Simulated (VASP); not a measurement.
A run of VASP 6.6.1:

File INCAR:

```
SYSTEM = I
  PREC = Accurate
  ENCUT = 600
  EDIFF = 1E-6
  ISMEAR = 0
  SIGMA = 0.02
  LREAL = .False.
  LASPH = .True.
  NELM = 80
  ALGO = Normal
  ISIF = 4
  LWAVE = .False.
  LCHARG = .False.
  GGA = PS
  IBRION = 2
  NSW = 50
  EDIFFG = -0.01
```

File KPOINTS:

```
Automatic mesh
0
Gamma
  8 8 4
  0 0 0
```

The input POSCAR:

```
I
1.0
    3.8763804390     -2.2265580780      0.0000000000
    3.8763804390      2.2265580780      0.0000000000
    0.0000000000      0.0000000000      9.7520777993
I
4
Direct
    0.8286338883      0.1713661117      0.8773684294
    0.3286338883      0.6713661117      0.6226315706
    0.1713661117      0.8286338883      0.1226315706
    0.6713661117      0.3286338883      0.3773684294
```

Potentials or basis: VASP PAW PBE potentials, release 64 (I).

The run is started by

```sh
$ cat potpaw_PBE.64/I/POTCAR > POTCAR
$ mpirun -np 1 vasp_std > vasp.out
```

Hardware: 1 thread of Intel Xeon 8259CL, on a shared host.

Problem. How long does it take, and how much memory?

Solution. Run time: 19 min on 1 thread of Intel Xeon 8259CL (shared host), peak memory 0.43 GiB. Counts: scf iterations 50, k points 63, ion steps 8.
